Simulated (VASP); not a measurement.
Input of a VASP 6.6.1 run:

The input INCAR:

```
PREC     = Accurate       # precision mode
ENCUT    = 520            # plane-wave cutoff, eV
EDIFF    = 1E-6           # SCF threshold, eV
ISMEAR   = -1             # smearing method
SIGMA    = 0.15           # smearing width, eV
LREAL    = F              # projectors in reciprocal space
LASPH    = T              # aspherical terms in the spheres
NELM     = 80             # most SCF steps
ALGO     = Normal         # electronic algorithm
ISIF     = 2              # what is computed and relaxed
LWAVE    = F              # write WAVECAR
LCHARG   = F              # write CHGCAR
GGA      = PS             # functional
IVDW     = 13             # dispersion correction
NBANDS   = 18             # bands
```

The input KPOINTS:

```
regular mesh
0
Gamma
  9 9 6
```

File POSCAR:

```
PtSe2
1.0
    3.6917606195      0.0000000000      0.0000000000
   -1.8458803097      3.1971584812      0.0000000000
    0.0000000000      0.0000000000      4.4198567762
Pt Se
1 2
Direct
    0.0000000000      0.0000000000      0.0000000000
    0.3333333333      0.6666666667      0.2826609048
    0.6666666667      0.3333333333      0.7173390952
```

Potentials or basis: VASP PAW PBE potentials, release 64 (Pt, Se).

The run is started by

```sh
$ cat potpaw_PBE.64/Pt/POTCAR potpaw_PBE.64/Se/POTCAR > POTCAR
$ mpirun -np 1 vasp_std > vasp.out
```

Estimate the band gap on the k mesh.

zero (band 11 reaches 8.96 eV, above the bottom of band 12 at 8.36 eV).

Estimate the pressure.

10.2 GPa.

Estimate the largest force.

0.019 eV/Å.

Predict the dispersion energy per atom.

-0.333 eV.

Stress tensor (GPa, compression positive):
```
10.19  0.00  0.00
 0.00 10.19  0.00
 0.00  0.00 10.12
```

Caveat: the PAW data sets were made with another functional, which shifts forces and pressure a little; spin-orbit coupling is left out, which moves the levels of the heavy elements; pairwise dispersion overbinds metals, which lowers pressure and volume.
